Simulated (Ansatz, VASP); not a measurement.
Given: the input of a run of Ansatz 0.2.0 on Sb.

File input.yaml:

```yaml
crystal:
  lattice:
    - [2.1542, 1.2437279499, 3.758]
    - [-2.1542, 1.2437279499, 3.758]
    - [0.0, -2.4874558998, 3.758]
  atoms:
    - { symbol: Sb, position: [0.76651, 0.76651, 0.76651] }
    - { symbol: Sb, position: [0.23349, 0.23349, 0.23349] }
hamiltonian:
  xc: { exchange: pbe, correlation: pbe, exx: { coeff: 0.5 } }
  pseudopotentials: { kind: paw }
kpoints:
  mp_grid: { grid: [4, 4, 4] }
scf:
  occupations: { method: fermi_dirac, width: 0.05 }
output:
  forces: true
  stress: true
  eigenvalues: true
```

Potentials or basis: Ansatz PAW.

Run with:

```sh
$ ansatz run input.yaml --threads 2 --pin off --max-ram 5632MiB --backend cpu --events-out ev --progress --plain --runs-dir out
```

Q: Translate it to VASP 6.6.1. Potentials there: VASP PAW PBE potentials, release 64 (Sb).

A: As run (the cutoff follows the program's own potentials):

File POSCAR:

```
Sb
1.0
    2.1542000000      1.2437279499      3.7580000000
   -2.1542000000      1.2437279499      3.7580000000
    0.0000000000     -2.4874558998      3.7580000000
Sb
2
Direct
    0.7665100000      0.7665100000      0.7665100000
    0.2334900000      0.2334900000      0.2334900000
```

Contents of INCAR.step1:

```
PREC     = Accurate       # precision mode
ENCUT    = 400            # plane-wave cutoff, eV
EDIFF    = 1E-5           # SCF threshold, eV
ISMEAR   = -1             # smearing method
SIGMA    = 0.05           # smearing width, eV
LREAL    = False          # projectors in reciprocal space
LASPH    = True           # aspherical terms in the spheres
NELM     = 120            # most SCF steps
ALGO     = Normal         # electronic algorithm
ISIF     = 2              # what is computed and relaxed
LWAVE    = True           # write WAVECAR
LCHARG   = False          # write CHGCAR
GGA      = PE             # functional
NBANDS   = 12             # bands
GGA_COMPAT= False
```

INCAR.step2

```
PREC     = Accurate       # precision mode
ENCUT    = 400            # plane-wave cutoff, eV
EDIFF    = 1E-6           # SCF threshold, eV
ISMEAR   = -1             # smearing method
SIGMA    = 0.05           # smearing width, eV
LREAL    = False          # projectors in reciprocal space
LASPH    = True           # aspherical terms in the spheres
NELM     = 120            # most SCF steps
ALGO     = Normal         # electronic algorithm
ISIF     = 2              # what is computed and relaxed
LWAVE    = False          # write WAVECAR
LCHARG   = False          # write CHGCAR
GGA      = PE             # functional
LHFCALC  = True           # exact exchange
AEXX     = 0.5            # exact-exchange fraction
PRECFOCK = Normal       
ISTART   = 1            
NBANDS   = 12             # bands
GGA_COMPAT= False
```

The input KPOINTS:

```
Automatic mesh
0
Gamma
  4 4 4
```

Potentials or basis: VASP PAW PBE potentials, release 64 (Sb).

Run with:

```console
$ cat potpaw_PBE.64/Sb/POTCAR > POTCAR
$ cp INCAR.step1 INCAR
$ mpirun -np 1 vasp_std > vasp.out
$ cp INCAR.step2 INCAR
$ mpirun -np 1 vasp_std > vasp.out
```

Both were run:

|  | VASP | Ansatz | Ansatz less VASP |
| --- | --- | --- | --- |
| gap on the k mesh at the Fermi level (eV) | 1.58 | 1.37 | -0.214 |
| least direct gap on the mesh (eV) | 1.70 | 1.56 | -0.139 |
| pressure (GPa) | -5.3 | -1.1 | +4.13 |
| traceless stress, the component that is largest in VASP (GPa) | 0.50 | 0.00 | -0.498 |
| rms of the force components (eV/Å) | 0.683 | 0.441 | -0.2424 |

VASP's potentials were made for PBE, not for PBE-based global hybrid. Atom by atom the forces differ by 0.242 eV/Å (rms over components). One of these differences is far larger than is usual between the two programs; its cause wasn't traced. VASP's potentials hold 10 valence electrons a cell and Ansatz's 30, so a difference there can come from the potentials and not from the codes.

The k mesh is coarse, so the values compare programs but aren't converged. Neither program's run includes spin-orbit coupling.
